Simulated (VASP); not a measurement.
# TiC in VASP: a series of runs, part 2 of 2

VASP 6.6.1. The steps go on from the part before.

## (6) Single point, PBEsol

File INCAR:

```
SYSTEM = TiC
PREC = Accurate ; ENCUT = 520
EDIFF = 1E-6 ; ISMEAR = -1
SIGMA = 0.05 ; LREAL = .False.
LASPH = .True. ; NELM = 80
ALGO = Normal ; ISIF = 2
LWAVE = .False. ; LCHARG = .True.
GGA = PS ; LELF = .True.
LVHAR = .True. ; NBANDS = 15
```

File KPOINTS:

```
Automatic mesh
0
Gamma
  6 6 6
  0 0 0
```

File POSCAR:

```
TiC
1.0
    0.0000000000      2.1657188437      2.1657188437
    2.1657188437      0.0000000000      2.1657188437
    2.1657188437      2.1657188437      0.0000000000
Ti C
1 1
Direct
    0.0000000000      0.0000000000      0.0000000000
    0.5000000000      0.5000000000      0.5000000000
```

Potentials or basis: VASP PAW PBE potentials, release 64 (Ti_sv, C).

Started as:

```
cat potpaw_PBE.64/Ti_sv/POTCAR potpaw_PBE.64/C/POTCAR > POTCAR
mpirun -np 1 vasp_std > vasp.out
```

OUTCAR:

```text
SYSTEM = TiC
   PREC = Accurate
   ENCUT = 520
   EDIFF = 1E-6
   ISMEAR = -1
   LREAL = .False.
   LASPH = .True.
   NELM = 80
   ISIF = 2
   GGA = PS

 ion  position               nearest neighbor table
   1  0.000  0.000  0.000-   2 2.17   2 2.17   2 2.17   2 2.17   2 2.17   2 2.17
   2  0.500  0.500  0.500-   1 2.17   1 2.17   1 2.17   1 2.17   1 2.17   1 2.17

  LATTYP: Found a face centered cubic cell.
 ALAT       =     4.3314376874

  Lattice vectors:

 A1 = (   0.0000000000,   2.1657188437,   2.1657188437)
 A2 = (   2.1657188437,   0.0000000000,   2.1657188437)
 A3 = (   2.1657188437,   2.1657188437,   0.0000000000)

Analysis of symmetry for initial positions (statically):
=====================================================================
 Subroutine PRICEL returns:
 Original cell was already a primitive cell.

 Routine SETGRP: Setting up the symmetry group for a
 face centered cubic supercell.

 Subroutine GETGRP returns: Found 48 space group operations
 (whereof 48 operations were pure point group operations)
 out of a pool of 48 trial point group operations.

The static configuration has the point symmetry O_h .

Analysis of symmetry for dynamics (positions and initial velocities):
=====================================================================
 Subroutine PRICEL returns:
 Original cell was already a primitive cell.

 Routine SETGRP: Setting up the symmetry group for a
 face centered cubic supercell.

 Subroutine GETGRP returns: Found 48 space group operations
 (whereof 48 operations were pure point group operations)
 out of a pool of 48 trial point group operations.

The dynamic configuration has the point symmetry O_h .

 Subroutine INISYM returns: Found 48 space group operations
 (whereof 48 operations are pure point group operations),
 and found     1 'primitive' translations

----------------------------------------------------------------------------------------

                                     Primitive cell
[... 110 lines left out ...]
   IVDW    =     0    specifies the selected vdW correction
   LEPSILON=     F    determine dielectric tensor
   LRPA    =     F    only Hartree local field effects (RPA)
 non-spin polarized calculation
  energy-cutoff  :      520.00
  volume of cell :       20.32
 maximum number of plane-waves:       568
   NGX = 11   NGY = 11   NGZ = 11

 number of electron      16.0000000 magnetization

 Free energy of the ion-electron system (eV)
  ---------------------------------------------------
  ext. energy  EPLUGINS =         0.00000000
  ---------------------------------------------------
  free energy    TOTEN  =       -19.78114717 eV

  energy without entropy =      -19.77640676  energy(sigma->0) =      -19.77877696

 E-fermi :   9.1842     XC(G=0): -12.8594

 val. band max:        9.0883451037   @ k =   0.1667   0.1667   0.0000
 cond. band min:       9.2685753632   @ k =   0.1667   0.1667   0.0000
 fundamental gap:      0.1802302595
 Fermi energy:         9.1842052864

 k-point     1 :       0.0000    0.0000    0.0000
  band No.  band energies     occupation
      1     -47.0252      2.00000
      2     -23.1521      2.00000
      3     -23.1521      2.00000
      4     -23.1521      2.00000
      5      -3.0636      2.00000
      6       9.9669      0.00000
      7       9.9669      0.00000
      8       9.9669      0.00000
      9      11.0095      0.00000
     10      11.0095      0.00000
     11      11.0095      0.00000
     12      11.0298      0.00000
     13      11.0298      0.00000
     14      19.7800      0.00000
[... 257 lines left out ...]
      2     -23.5294      2.00000
      3     -23.3928      2.00000
      4     -23.3297      2.00000
      5      -0.3194      2.00000
      6       5.9380      2.00000
      7       6.5524      2.00000
      8       7.1288      2.00000
      9      11.1028      0.00000
     10      12.6504      0.00000
     11      12.8295      0.00000
     12      13.8173      0.00000
     13      14.9053      0.00000
     14      22.9415      0.00000
     15      23.3540      0.00000

------------------------ aborting loop because EDIFF is reached ----------------------------------------

  FORCE on cell =-STRESS in cart. coord.  units (eV):
  Direction    XX          YY          ZZ          XY          YZ          ZX
  --------------------------------------------------------------------------------------
  -------------------------------------------------------------------------------------
  Total       -0.8184915     -0.8184915     -0.8184915      0.0000000      0.0000000     -0.0000000
  in kB      -64.5488570    -64.5488570    -64.5488570      0.0000000      0.0000000     -0.0000000
  external PRESSURE =     -64.5488570 kB  Pullay stress =       0.0000000 kB

 VOLUME and BASIS-vectors are now :
 -----------------------------------------------------------------------------
  energy-cutoff  :      520.00
  volume of cell :       20.32
      direct lattice vectors                 reciprocal lattice vectors
     0.000000000  2.165718844  2.165718844    -0.230870227  0.230870227  0.230870227
     2.165718844  0.000000000  2.165718844     0.230870227 -0.230870227  0.230870227
     2.165718844  2.165718844  0.000000000     0.230870227  0.230870227 -0.230870227

 POSITION                                       TOTAL-FORCE (eV/Angst)
 -----------------------------------------------------------------------------------
      0.00000      0.00000      0.00000         0.000000      0.000000      0.000000
      2.16572      2.16572      2.16572        -0.000000     -0.000000     -0.000000
 -----------------------------------------------------------------------------------
    total drift:                                0.000000     -0.000000     -0.000000

  FREE ENERGIE OF THE ION-ELECTRON SYSTEM (eV)
  ---------------------------------------------------
  free  energy   TOTEN  =       -19.7811471686 eV

  energy  without entropy=      -19.7764067613  energy(sigma->0) =      -19.77877696
```

OSZICAR:

```text
N       E                     dE             d eps       ncg     rms          rms(c)
DAV:   1     0.113345098123E+03    0.11335E+03   -0.80101E+03   487   0.127E+03
DAV:   2    -0.183103788074E+02   -0.13166E+03   -0.12256E+03   536   0.331E+02
DAV:   3    -0.250441744133E+02   -0.67338E+01   -0.66668E+01   604   0.742E+01
DAV:   4    -0.252074442044E+02   -0.16327E+00   -0.16305E+00   638   0.109E+01
DAV:   5    -0.252121804972E+02   -0.47363E-02   -0.47362E-02   591   0.158E+00    0.184E+01
DAV:   6    -0.204122027838E+02    0.48000E+01   -0.11414E+01   670   0.559E+01    0.684E+00
DAV:   7    -0.198297201533E+02    0.58248E+00   -0.20318E+00   544   0.198E+01    0.497E+00
DAV:   8    -0.197913223181E+02    0.38398E-01   -0.11389E-01   536   0.402E+00    0.293E+00
DAV:   9    -0.197851953725E+02    0.61269E-02   -0.83220E-02   621   0.356E+00    0.812E-01
DAV:  10    -0.197833577039E+02    0.18377E-02   -0.95073E-03   632   0.130E+00    0.654E-01
DAV:  11    -0.197812282002E+02    0.21295E-02   -0.36424E-03   522   0.885E-01    0.147E-01
DAV:  12    -0.197811549423E+02    0.73258E-04   -0.29891E-04   585   0.164E-01    0.433E-02
DAV:  13    -0.197811472396E+02    0.77027E-05   -0.29670E-05   550   0.428E-02    0.673E-03
DAV:  14    -0.197811471686E+02    0.70939E-07   -0.10769E-06   450   0.106E-02
   1 F= -.19781147E+02 E0= -.19778777E+02  d E =-.474041E-02
```

stdout:

```text
POSCAR found type information on POSCAR TiC
 POSCAR found :  2 types and       2 ions
 scaLAPACK will be used
 -----------------------------------------------------------------------------
|                                                                             |
|                                                                             |
|     You enforced a specific xc type in the INCAR file but a different       |
|     I HOPE YOU KNOW WHAT YOU ARE DOING!                                     |
|                                                                             |
 -----------------------------------------------------------------------------

 LDA part: xc-table for (Slater+PW92), standard interpolation
 POSCAR, INCAR and KPOINTS ok, starting setup
 FFT: planning ... GRIDC
 FFT: planning ... GRID_SOFT
 FFT: planning ... GRID
 WAVECAR not read
 entering main loop
```

Run time: 9.8 s. Hardware: 1 thread of AMD EPYC 7R43 (Zen 3), shared host; peak memory 0.1 GiB.

What came out:

```yaml
Free_energy: -19.7811 eV
Pressure: -6.5 GPa
Band_gap_on_the_k_mesh: zero (bands 8 and 9 overlap by 1.00 eV)
```

Caveat: the k points lie up to 0.42 Å⁻¹ apart, too coarse for converged energies and pressures of a metal; the PAW data sets were made with another functional, which shifts forces and pressure a little.

## (7) Overview

| level | potentials or basis | cell | k mesh | gap on the mesh (eV) | pressure (GPa) |
| --- | --- | --- | --- | --- | --- |
| LDA | VASP PAW LDA potentials, release 64 (Ti_sv, C) | as given, atomic positions A | 7 × 7 × 7 | none | -11.6 |
| LDA | VASP PAW LDA potentials, release 64 (Ti_sv, C) | as given, atomic positions B | 6 × 6 × 6 | none | -11.9 |
| PBE | VASP PAW PBE potentials, release 64 (Ti_sv, C) | as given, atomic positions B | 6 × 6 × 6 | none | 0.4 |
| PBEsol | VASP PAW PBE potentials, release 64 (Ti_sv, C) | as given, atomic positions B | 6 × 6 × 6 | none | -6.5 |

Alike in all rows: task single point; no spin polarisation; cutoff (eV) 520; smearing fermi-dirac 0.05 eV.

Caveats: some runs use coarse meshes; the cell stands under tension (at least some runs); the PAW data sets were made with another functional, which shifts forces and pressure a little (at least some runs).

Absolute energies hang on the potentials; compare differences alone.
